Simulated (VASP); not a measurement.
# SiC (C2/m) in VASP: a series of runs

Runs on SiC. Level: PBEsol. Tasks: single point.

Everything below comes from runs of VASP 6.6.1. Logs are shortened: lines on timing, memory, paths and dates and some standing lists are left out, and cuts for length are marked.

## 1. The cell of the first run

The structure is monoclinic, space group C2/m (No. 12). The conventional cell has a = 4.393 Å, b = 2.542 Å, c = 7.089 Å, α = 90.00°, β = 98.05°, γ = 90.00°. Within 2.1 Å of C (site symmetry m) lie 3 C at 1.52 Å and 1 Si at 2.07 Å. Si (site symmetry m) has 4 C at 2.07 to 2.88 Å and 8 Si at 2.54 to 2.79 Å within 2.9 Å.

## 2. Single point, PBEsol

Input file INCAR:

```
PREC = Accurate ; ENCUT = 600
EDIFF = 1E-6 ; ISMEAR = 0
SIGMA = 0.1 ; LREAL = False
LASPH = True ; NELM = 120
ALGO = Normal ; ISIF = 2
LWAVE = False ; LCHARG = False
GGA = PS ; ISYM = 0
NBANDS = 16 ; GGA_COMPAT = False
```

Input file KPOINTS:

```
regular mesh
0
Gamma
  9 9 8
```

Input file POSCAR:

```
SiC
1.0
    0.0507383533      1.8480362021      1.7382841849
    1.8480362021      0.0507383533      1.7382841849
    5.3974138305      5.3974138305     -1.5998647197
C Si
2 2
Direct
   -0.0199358188     -0.0199358188      0.0343326888
    0.2699358188      0.2699358188      0.0906673112
    0.0381613068      0.0381613068      0.3861922962
    0.2118386932      0.2118386932      0.7388077038
```

Potentials or basis: VASP PAW PBE potentials, release 64 (C, Si).

Command:

```sh
cat potpaw_PBE.64/C/POTCAR potpaw_PBE.64/Si/POTCAR > POTCAR
mpirun -np 1 vasp_std > vasp.out
```

OUTCAR:

```text
PREC = Accurate
   ENCUT = 600
   EDIFF = 1E-6
   ISMEAR = 0
   LREAL = False
   LASPH = True
   NELM = 120
   ISIF = 2
   GGA = PS
   ISYM = 0

 ion  position               nearest neighbor table
   1  0.980  0.980  0.034-   2 1.52   2 1.52   2 1.52   4 2.07
   2  0.270  0.270  0.091-   1 1.52   1 1.52   1 1.52   3 2.07
   3  0.038  0.038  0.386-   2 2.07   4 2.79   4 2.79
   4  0.212  0.212  0.739-   1 2.07   3 2.79   3 2.79

IMPORTANT INFORMATION: All symmetrisations will be switched off!
NOSYMM: (Re-)initialisation of all symmetry stuff for point group C_1.

----------------------------------------------------------------------------------------

                                     Primitive cell

  volume of cell :      39.1852

  direct lattice vectors                    reciprocal lattice vectors
     0.050738353  1.848036202  1.738284185    -0.241505063  0.314885744  0.247562119
     1.848036202  0.050738353  1.738284185     0.314885744 -0.241505063  0.247562119
     5.397413830  5.397413830 -1.599864720     0.079729539  0.079729539 -0.087090719

  length of vectors
     2.537605977  2.537605977  7.798956291     0.467722920  0.467722920  0.142472426

  position of ions in fractional coordinates (direct lattice)
     0.980064181  0.980064181  0.034332689
     0.269935819  0.269935819  0.090667311
     0.038161307  0.038161307  0.386192296
     0.211838693  0.211838693  0.738807704

  ion indices of the primitive-cell ions
   primitive index   ion index
                 1           1
                 2           2
                 3           3
                 4           4

----------------------------------------------------------------------------------------

 KPOINTS: regular mesh

Automatic generation of k-mesh.
 Grid dimensions read from file:
 generate k-points for:    9    9    8

 Generating k-lattice:

  Cartesian coordinates                     Fractional coordinates (reciprocal lattice)
    -0.026833896  0.034987305  0.027506902     0.111111111  0.000000000 -0.000000000
     0.034987305 -0.026833896  0.027506902     0.000000000  0.111111111 -0.000000000
     0.009966192  0.009966192 -0.010886340     0.000000000  0.000000000  0.125000000

  Length of vectors
     0.051969213  0.051969213  0.017809053

  Shift w.r.t. Gamma in fractional coordinates (k-lattice)
     0.000000000  0.000000000  0.000000000

 Subroutine IBZKPT returns following result:
 ===========================================

 Found    325 irreducible k-points:

 Following reciprocal coordinates:
            Coordinates               Weight
  0.000000  0.000000  0.000000      1.000000
  0.111111 -0.000000 -0.000000      2.000000
  0.000000 -0.111111  0.000000      2.000000
  0.222222 -0.000000  0.000000      2.000000
  0.000000 -0.222222 -0.000000      2.000000
  0.333333 -0.000000 -0.000000      2.000000
[... 16 lines left out ...]
 -0.111111  0.111111  0.000000      2.000000
  0.222222  0.222222  0.000000      2.000000
 [... further k-points ...]
   k-points           NKPTS =    325   k-points in BZ     NKDIM =    325   number of bands    NBANDS=     16
   number of dos      NEDOS =    301   number of ions     NIONS =      4
   total plane-waves  NPLWV =  25600
   dimension x,y,z NGX =    20 NGY =   20 NGZ =   64
   dimension x,y,z NGXF=    40 NGYF=   40 NGZF=  128
   ions per type =               2   2
   NGX,Y,Z   is equivalent  to a cutoff of  13.10, 13.10, 13.64 a.u.
   NGXF,Y,Z  is equivalent  to a cutoff of  26.21, 26.21, 27.29 a.u.
 SYSTEM =  unknown system
   PREC   = accura    normal or accurate (medium, high low for compatibility)
   ISTART =      0    job   : 0-new  1-cont  2-samecut
   ICHARG =      2    charge: 1-file 2-atom 10-const
   ISPIN  =      1    spin polarized calculation?
   LNONCOLLINEAR =      F non collinear calculations
   LSORBIT =      F    spin-orbit coupling
   LASPH  =      T    aspherical Exc in radial PAW
   ENCUT  =  600.0 eV  44.10 Ry    6.64 a.u.   5.07  5.07 15.58*2*pi/ulx,y,z
   NELM   =    120;   NELMIN=  2; NELMDL= -5     # of ELM steps
   EDIFF  = 0.1E-05   stopping-criterion for ELM
   LREAL  =      F    real-space projection
   EDIFFG = 0.1E-04   stopping-criterion for IOM
   NSW    =      0    number of steps for IOM
   IBRION =     -1    ionic relax: 0-MD 1-quasi-New 2-CG
   NFREE  =      0    steps in history (QN), initial steepest desc. (CG)
   ISIF   =      2    stress and relaxation
   ISYM   =      0    0-nonsym 1-usesym 2-fastsym
   POTIM  = 0.5000    time-step for ionic-motion
   TEBEG  =    0.0;   TEEND  =   0.0 temperature during run
   PSTRESS=    0.0 pullay stress
   NELECT =      16.0000    total number of electrons
   NUPDOWN=      -1.0000    fix difference up-down
   EMIN   =  10.00;   EMAX   =-10.00  energy-range for DOS
   EFERMI =   0.00;   METHOD = LEGACY
   ISMEAR =     0;   SIGMA  =   0.10  broadening in eV -4-tet -1-fermi 0-gaus
   EFERMI_NEDOS =   21; number of points for ismear=-14 and -15
   IALGO  =     38    algorithm
   IMIX   =      4    mixing-type and parameters
     AMIX     =   0.40;   BMIX     =  1.00
     AMIX_MAG =   1.60;   BMIX_MAG =  1.00
  volume/ion in A,a.u.               =       9.80        66.11
  Fermi-wavevector in a.u.,A,eV,Ry     =   1.214528  2.295126 20.069667  1.475079
  Thomas-Fermi vector in A             =   2.349945
   LORBIT       =      0    0 simple, 1 ext, 2 COOP (PROOUT), +10 PAW based schemes
   GGA     = PS    functional components
   LHFCALC =     F    Hartree Fock is set to
   AEXX    =    0.0000 exact exchange contribution
   IVDW    =     0    specifies the selected vdW correction
   LEPSILON=     F    determine dielectric tensor
   LRPA    =     F    only Hartree local field effects (RPA)
 non-spin polarized calculation
 Gauss-broadening in eV      SIGMA  =   0.10
  energy-cutoff  :      600.00
  volume of cell :       39.19
 maximum number of plane-waves:      1324
   NGX = 11   NGY = 11   NGZ = 31

 number of electron      16.0000001 magnetization

 Free energy of the ion-electron system (eV)
  ---------------------------------------------------
  ext. energy  EPLUGINS =         0.00000000
  ---------------------------------------------------
  free energy    TOTEN  =       -29.42875462 eV

  energy without entropy =      -29.42471104  energy(sigma->0) =      -29.42673283

 E-fermi :  10.3378     XC(G=0): -11.9774

 val. band max:       10.3045689108   @ k =  -0.3333   0.3333   0.0000
 cond. band min:      10.3471159785   @ k =  -0.4444   0.4444   0.5000
 fundamental gap:      0.0425470677
 Fermi energy:        10.3378403301

 k-point     1 :       0.0000    0.0000    0.0000
  band No.  band energies     occupation
      1      -9.2747      2.00000
      2      -3.2966      2.00000
      3      -2.8693      2.00000
      4       3.6900      2.00000
      5       5.4422      2.00000
      6       7.8773      2.00000
[... 8 lines left out ...]
     15      23.3702      0.00000
     16      23.4281      0.00000

 k-point     2 :       0.1111   -0.0000   -0.0000
  band No.  band energies     occupation
      1      -8.9791      2.00000
      2      -3.1156      2.00000
      3      -2.2832      2.00000
      4       3.6715      2.00000
      5       6.1101      2.00000
      6       6.6266      2.00000
[... 8 lines left out ...]
     15      21.2968      0.00000
     16      21.7800      0.00000

 k-point     3 :       0.0000   -0.1111    0.0000
  band No.  band energies     occupation
      1      -8.9791      2.00000
      2      -3.1156      2.00000
      3      -2.2832      2.00000
      4       3.6715      2.00000
      5       6.1101      2.00000
      6       6.6266      2.00000
[... 8 lines left out ...]
     15      21.2968      0.00000
     16      21.7800      0.00000

 k-point     4 :       0.2222   -0.0000    0.0000
  band No.  band energies     occupation
      1      -8.1001      2.00000
      2      -2.2852      2.00000
      3      -0.8295      2.00000
      4       3.8883      2.00000
      5       3.9853      2.00000
      6       6.2478      2.00000
[... 8 lines left out ...]
     15      20.7984      0.00000
     16      21.4126      0.00000

 k-point     5 :       0.0000   -0.2222   -0.0000
  band No.  band energies     occupation
      1      -8.1001      2.00000
      2      -2.2852      2.00000
      3      -0.8295      2.00000
      4       3.8883      2.00000
      5       3.9853      2.00000
      6       6.2478      2.00000
[... 8 lines left out ...]
     15      20.7984      0.00000
     16      21.4126      0.00000

 k-point     6 :       0.3333   -0.0000   -0.0000
  band No.  band energies     occupation
      1      -6.6656      2.00000
      2      -0.7055      2.00000
      3       0.8318      2.00000
      4       1.3607      2.00000
      5       4.8332      2.00000
      6       5.2898      2.00000
[... 8 lines left out ...]
     15      19.3513      0.00000
     16      21.0691      0.00000
[... 267 lines left out ...]
 k-point    21 :      -0.2222    0.1111    0.0000
  band No.  band energies     occupation
      1      -7.2402      2.00000
      2      -0.9660      2.00000
      3      -0.1959      2.00000
      4       2.3765      2.00000
      5       4.8061      2.00000
      6       5.4527      2.00000
[... 8 lines left out ...]
     15      20.1326      0.00000
     16      21.1211      0.00000

 k-point    22 :      -0.1111    0.2222   -0.0000
  band No.  band energies     occupation
      1      -7.2402      2.00000
      2      -0.9660      2.00000
      3      -0.1959      2.00000
      4       2.3765      2.00000
      5       4.8061      2.00000
      6       5.4527      2.00000
[... 8 lines left out ...]
     15      20.1326      0.00000
     16      21.1211      0.00000

 k-point    23 :      -0.1111    0.1111    0.0000
  band No.  band energies     occupation
      1      -8.3957      2.00000
      2      -2.2129      2.00000
      3      -1.8144      2.00000
      4       4.5993      2.00000
      5       4.9408      2.00000
      6       6.1801      2.00000
[... 8 lines left out ...]
     15      20.1083      0.00000
     16      22.2461      0.00000

 k-point    24 :       0.2222    0.2222    0.0000
  band No.  band energies     occupation
      1      -8.0887      2.00000
      2      -2.6379      2.00000
      3       0.1192      2.00000
      4       2.6524      2.00000
      5       3.9184      2.00000
      6       6.2187      2.00000
[... 8 lines left out ...]
     15      20.6297      0.00000
     16      21.4144      0.00000

 [... further k-points ...]
[... 5 lines left out ...]
  --------------------------------------------------------------------------------------
  -------------------------------------------------------------------------------------
  Total        0.1031094      0.1031096      0.0895188      0.0433001     -0.0136636     -0.0136640
  in kB        4.2158688      4.2158807      3.6601881      1.7704257     -0.5586681     -0.5586867
  external PRESSURE =       4.0306458 kB  Pullay stress =       0.0000000 kB

 VOLUME and BASIS-vectors are now :
 -----------------------------------------------------------------------------
  energy-cutoff  :      600.00
  volume of cell :       39.19
      direct lattice vectors                 reciprocal lattice vectors
     0.050738353  1.848036202  1.738284185    -0.241505063  0.314885744  0.247562119
     1.848036202  0.050738353  1.738284185     0.314885744 -0.241505063  0.247562119
     5.397413830  5.397413830 -1.599864720     0.079729539  0.079729539 -0.087090719

 POSITION                                       TOTAL-FORCE (eV/Angst)
 -----------------------------------------------------------------------------------
      2.04623      2.04623      3.35233         0.000156      0.000156     -0.001257
      1.00192      1.00192      0.79339        -0.000154     -0.000154      0.001255
      2.15690      2.15690     -0.48519         0.010482      0.010482     -0.007576
      4.38988      4.38988     -0.44552        -0.010484     -0.010484      0.007578
 -----------------------------------------------------------------------------------
    total drift:                                0.000001      0.000001     -0.000001

  FREE ENERGIE OF THE ION-ELECTRON SYSTEM (eV)
  ---------------------------------------------------
  free  energy   TOTEN  =       -29.4287546169 eV

  energy  without entropy=      -29.4247110411  energy(sigma->0) =      -29.42673283
```

Wall time 4 min (1 thread of Oxide Virtual Turin-like, shared host); peak memory 0.29 GiB.

Results:

```
Free energy            : -29.4288 eV
Pressure               : 0.4 GPa
Largest force          : 0.017 eV/Å
Band gap on the k mesh : zero (bands 8 and 9 overlap by 7.42 eV)
```

Forces in eV/Å, atoms in the order of the input:
```
C    0.000  0.000 -0.001
C    0.000  0.000  0.001
Si   0.010  0.010 -0.008
Si  -0.010 -0.010  0.008
```

Stress tensor (GPa, compression positive):
```
 0.42  0.18 -0.06
 0.18  0.42 -0.06
-0.06 -0.06  0.37
```

Caveat: the PAW data sets were made with another functional, which shifts forces and pressure a little.

## 3. Single point, PBEsol

This run uses another cell than the first one, of 9.82 Å³/atom.

Input file INCAR:

```
SYSTEM = SiC
PREC = Accurate
ENCUT = 600
EDIFF = 1E-6
ISMEAR = 0
SIGMA = 0.1
LREAL = .False.
LASPH = .True.
NELM = 120
ALGO = Normal
ISIF = 2
LWAVE = .False.
LCHARG = .False.
GGA = PS
NBANDS = 16
GGA_COMPAT = .False.
```

Input file KPOINTS:

```
Automatic mesh
0
Gamma
  20 20 6
  0 0 0
```

Input file POSCAR:

```
SiC
1.0
    0.0450804989      1.8431331401      1.7395965851
    1.8431331401      0.0450804989      1.7395965851
    5.3945592980      5.3945592980     -1.6307464282
C Si
2 2
Direct
   -0.0202952991     -0.0202952991      0.0344021863
    0.2702952991      0.2702952991      0.0905978137
    0.0425373113      0.0425373113      0.3851728319
    0.2074626887      0.2074626887      0.7398271681
```

Potentials or basis: VASP PAW PBE potentials, release 64 (C, Si).

Command:

```sh
cat potpaw_PBE.64/C/POTCAR potpaw_PBE.64/Si/POTCAR > POTCAR
mpirun -np 1 vasp_std > vasp.out
```

Run time: 7.8 min. Hardware: 1 thread of Oxide Virtual Turin-like, shared host; peak memory 0.46 GiB.

The run converged. Its results:

- Free energy: -29.4376 eV
- Pressure: 0.2 GPa
- Largest force: 0.011 eV/Å
- Band gap on the k mesh: zero (bands 8 and 9 overlap by 7.76 eV)

Forces in eV/Å, atoms in the order of the input:
```
C   -0.006 -0.006  0.007
C    0.006  0.006 -0.007
Si   0.006  0.006 -0.007
Si  -0.006 -0.006  0.007
```

Levels at points of the mesh, in eV from the Fermi level:
```csv
k point,band 4,band 5,band 6,band 7,band 8,band 9,band 10,band 11,band 12,band 13
"(0.00, 0.00, 0.00)",-6.70,-4.91,-2.43,-2.40,5.07,5.85,6.76,6.82,9.49,12.28
"(0.50, 0.00, 0.00)",-7.04,-5.60,-5.34,-4.10,-2.33,-2.32,4.64,5.24,5.56,6.98
"(0.50, 0.50, 0.00)",-6.90,-5.80,-5.68,-4.69,-2.34,-0.95,4.09,4.97,5.42,6.47
"(0.00, 0.00, 0.50)",-9.69,-2.43,-2.40,-0.53,-0.01,6.75,6.82,8.92,9.04,12.38
"(0.50, 0.00, 0.50)",-6.51,-6.13,-5.60,-5.46,-1.84,0.11,2.57,3.60,5.69,6.52
"(0.50, 0.50, 0.50)",-6.66,-5.68,-5.37,-4.91,-3.18,0.33,3.07,4.36,5.63,6.13
```

Caveat: the PAW data sets were made with another functional, which shifts forces and pressure a little.

The gap in the log of VASP goes by the Fermi energy; the results here count the filled bands.